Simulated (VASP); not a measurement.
Input of a VASP 6.6.1 run:

File INCAR:

```
PREC = Accurate ; ENCUT = 520
EDIFF = 1E-7 ; ISMEAR = -1
SIGMA = 0.05 ; LREAL = F
LASPH = T ; NELM = 60
ALGO = Normal ; ISIF = 2
LWAVE = F ; LCHARG = F
GGA = CA ; NBANDS = 16
```

KPOINTS

```
Automatic mesh
0
Gamma
  7 7 5
```

Contents of POSCAR:

```
CdS
1.0
    4.3447431501      0.0000000000      0.0000000000
   -2.1723715751      3.7626579410      0.0000000000
    0.0000000000      0.0000000000      5.9180091532
Cd S
1 1
Direct
    0.0000000000      0.0000000000      0.4426919200
    0.6666666667      0.3333333333      0.4343080800
```

Potentials or basis: VASP PAW LDA potentials, release 64 (Cd, S).

Launch:

```console
$ cat potpaw_LDA.64/Cd/POTCAR potpaw_LDA.64/S/POTCAR > POTCAR
$ mpirun -np 1 vasp_std > vasp.out
```

Question: What does it give for the band gap on the k mesh?

Answer: 1.09 eV (least direct gap 1.18 eV).

Question: Estimate the pressure.

Answer: -3.5 GPa.

Question: What does it give for the largest force?

Answer: 0.035 eV/Å.

Stress tensor (GPa, compression positive):
```
-5.14  0.00  0.00
 0.00 -5.14  0.00
 0.00  0.00 -0.09
```

Caveat: the cell stands under tension; an odd mesh through Γ misses points on the zone boundary, where band edges can lie.
